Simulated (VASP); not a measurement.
Crystal: Se.

```
Se
1.0
     4.52038    0.00000    0.00000
    -2.26019    3.91476    0.00000
     0.00000    0.00000    5.04531
Se
3
Cartesian
  0.9896 0.0000 1.6818
  4.0256 0.8570 3.3635
  1.7654 3.0577 0.0000
```

Base run:

- Program: VASP 6.6.1
- Functional: PBE
- Potentials or basis: VASP PAW PBE potentials, release 64 (Se)
- Cutoff: 520 eV
- k mesh: 8 × 8 × 6
- Occupations: fermi-dirac, width 0.05 eV
- Spin: no spin polarisation

Its results: band gap on the k mesh 1.13 eV, indirect (least direct gap 1.22 eV); pressure 0.1 GPa; largest force 0.023 eV/Å.

Problem. The run is repeated on the same cell with these changes: k mesh from 8 × 8 × 6 to 7 × 7 × 5. What comes out?

Solution. Band gap on the k mesh 1.43 eV, indirect (least direct gap 1.55 eV); pressure 0.1 GPa; largest force 0.022 eV/Å.

A k mesh can miss the band edges.
